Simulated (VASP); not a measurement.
Wanted: the native input for a VASP 6.6.1 run.

* Task: single point
* Functional: PBEsol
* Potentials or basis: VASP PAW PBE potentials, release 64 (Ge_d)
* Cutoff: 520 eV
* k mesh: 11 × 11 × 6
* Occupations: fermi-dirac, width 0.05 eV
* Spin: no spin polarisation
* Dipole correction: no
* Further INCAR settings: ALGO = Normal; EDIFF = 1e-06; NBANDS = 36

The structure of Ge lies in POSCAR:

```
Ge
1.0
    3.9975858431      0.0599637876      0.0599637876
   -1.9468627582      3.4320290002      0.0219482696
    0.0989906692      0.0989906692      6.5993779500
Ge
4
Direct
    0.6666666667      0.3333333333      0.0629012500
    0.3333333333      0.6666666667      0.5629012500
    0.6666666667      0.3333333333      0.4370987500
    0.3333333333      0.6666666667      0.9370987500
```

This cell differs from its parent crystal: equal xy, yz and zx shear strains of +3 %.

The input as run:

INCAR

```
SYSTEM = Ge
ALGO = Normal ; EDIFF = 1E-6
ENCUT = 520 ; GGA = PS
ISIF = 2 ; ISMEAR = -1
LASPH = .TRUE. ; LCHARG = .FALSE.
LREAL = .FALSE. ; LWAVE = .FALSE.
NBANDS = 36 ; NELM = 80
PREC = Accurate ; SIGMA = 0.05
```

KPOINTS

```
k-points
0
G
  11 11 6
  0 0 0
```

Potentials or basis: VASP PAW PBE potentials, release 64 (Ge_d).

Launch:

```bash
$ cat potpaw_PBE.64/Ge_d/POTCAR > POTCAR
$ mpirun -np 1 vasp_std > vasp.out
```

It gave:

```
Pressure      : 0.0 GPa
Largest force : 0.380 eV/Å
```

Caveat: the cell differs from its parent crystal (equal xy, yz and zx shear strains of +3 %); the PAW data sets were made with another functional, which shifts forces and pressure a little.

Run time: 19 min on 1 thread of Oxide Virtual Turin-like Processor, with other jobs on the host, peak memory 0.79 GiB.
